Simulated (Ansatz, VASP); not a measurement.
**Two plane-wave programs on Sb2W**

Contents of INCAR:

```
SYSTEM = Sb2W
PREC     = Accurate       ! precision mode
ENCUT    = 500            ! plane-wave cutoff, eV
EDIFF    = 1E-6           ! SCF threshold, eV
ISMEAR   = 0              ! smearing method
SIGMA    = 0.05           ! smearing width, eV
LREAL    = .False.        ! projectors in reciprocal space
LASPH    = .True.         ! aspherical terms in the spheres
NELM     = 200            ! most SCF steps
ALGO     = Normal         ! electronic algorithm
ISIF     = 2              ! what is computed and relaxed
LWAVE    = .False.        ! write WAVECAR
LCHARG   = .False.        ! write CHGCAR
ISPIN    = 2              ! spin polarisation
MAGMOM   = 0 0 0          ! initial moments
LORBIT   = 11             ! projections on sites
LMAXMIX  = 4              ! l up to which the mixer works
GGA      = PE             ! functional
NBANDS   = 23             ! bands
GGA_COMPAT= .False.
```

KPOINTS

```
Automatic mesh
0
Gamma
  12 12 6
  0 0 0
```

File POSCAR:

```
Sb2W
1.0
    3.4649380352      0.0000000000      0.0000000000
   -1.7324690176      3.0007243611      0.0000000000
    0.0000000000      0.0000000000      6.7174239015
W Sb
1 2
Direct
    0.0000000000      0.0000000000      0.0000000000
    0.3333333333      0.6666666667      0.2847523219
    0.6666666667      0.3333333333      0.7152476781
```

Input for Ansatz:

```yaml
crystal:
  lattice:
    - [3.464938035245, 0.0, 0.0]
    - [-1.732469017622, 3.000724361061, 0.0]
    - [0.0, 0.0, 6.7174239015]
  atoms:
    - { symbol: W, position: [0.0, 0.0, 0.0] }
    - { symbol: Sb, position: [0.3333333333333, 0.6666666666667, 0.2847523219] }
    - { symbol: Sb, position: [0.6666666666667, 0.3333333333333, 0.7152476781] }
basis:
  ecutwfc: 420
  ecutrho_ratio: 4
kpoints:
  mp_grid: { grid: [12, 12, 6] }
hamiltonian:
  xc: pbe
scf:
  occupations: { method: gaussian, width: 0.05 }
output:
  forces: true
  stress: true
magnetization:
  spin_polarized: true
```

Alike in both runs: task single point; functional PBE; k mesh 12 × 12 × 6; occupations gaussian, width 0.05 eV; collinear spin.

|  | VASP | Ansatz |
| --- | --- | --- |
| version | VASP 6.6.1 | Ansatz 0.2.0 |
| potentials or method | VASP PAW PBE potentials, release 64 (W_sv, Sb), cutoff 500 eV | scalar-relativistic, plane waves, PAW |
| valence electrons in the cell | 24 | 44 |

VASP gave:

- pressure (GPa): 0.0
- traceless stress, the component that is largest in VASP (GPa): -0.07
- rms of the force components (eV/Å): 0.004

Which values does Ansatz return?

Pressure (GPa): 0.0; traceless stress, the component that is largest in VASP (GPa): -0.04; rms of the force components (eV/Å): 0.000.

Atom by atom the forces differ by 0.005 eV/Å (rms over components). VASP's potentials hold 24 valence electrons a cell and Ansatz's 44, so a difference there can come from the potentials and not from the codes. Ansatz's warnings: no starting moments.

Spin-orbit coupling is off throughout.
